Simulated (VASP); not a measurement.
Here is a VASP 6.6.1 calculation.

The input INCAR:

```
  PREC = Accurate
  ENCUT = 600
  EDIFF = 1E-7
  ISMEAR = 0
  SIGMA = 0.1
  LREAL = F
  LASPH = T
  NELM = 80
  ALGO = Normal
  ISIF = 3
  LWAVE = F
  LCHARG = F
  GGA = PE
  IBRION = 2
  NSW = 90
  EDIFFG = -0.04
```

KPOINTS

```
Automatic mesh
0
Gamma
  6 6 2
```

The input POSCAR:

```
Mg3CdTe4
1.0
    4.2355801100      0.0000000000      0.0000000000
   -2.1177900500      3.6681199700      0.0000000000
    0.0000000000      0.0000000000     13.7263756600
Mg Cd Te
3 1 4
Direct
    0.3333333300      0.6666666700      0.4979955900
    0.3333333300      0.6666666700      0.9979955900
    0.6666666700      0.3333333300      0.2479955900
    0.6666666700      0.3333333300      0.7479955900
    0.3333333300      0.6666666700      0.1870044200
    0.3333333300      0.6666666700      0.6870044200
    0.6666666700      0.3333333300      0.4370044200
    0.6666666700      0.3333333300      0.9370044200
```

Potentials or basis: VASP PAW PBE potentials, release 64 (Mg, Cd, Te).

Launch:

```console
$ cat potpaw_PBE.64/Mg/POTCAR potpaw_PBE.64/Cd/POTCAR potpaw_PBE.64/Te/POTCAR > POTCAR
$ mpirun -np 1 vasp_std > vasp.out
```

What does it give for the band gap on the k mesh?

1.59 eV.

Predict the space group after relaxing (to 0.1 Å).

P3m1 (No. 156).

What does it give for the relaxed volume?

34.93 Å³/atom.

The path:
| step | energy change (eV) | largest force (eV/Å) | pressure (GPa) | volume (Å³) |
| --- | --- | --- | --- | --- |
| 1 | 0.0000 | 0.8109 | 16.92 | 213.26 |
| 2 | -2.4362 | 0.1025 | -3.01 | 312.47 |
| 3 | -2.7743 | 0.1047 | 0.17 | 278.43 |
| 4 | -2.7750 | 0.1050 | -0.03 | 280.04 |
| 5 | -2.7764 | 0.0808 | -0.03 | 280.01 |
| 6 | -2.7789 | 0.0624 | -0.03 | 279.91 |
| 7 | -2.7769 | 0.1304 | -0.02 | 279.71 |
| 8 | -2.7793 | 0.0791 | -0.03 | 279.85 |
| 9 | -2.7803 | 0.0309 | 0.02 | 279.42 |

Caveat: the volume moved by over 15 % at a fixed basis, so the end points are rough; spin-orbit coupling is left out, which moves the levels of the heavy elements. A k mesh can miss the band edges.
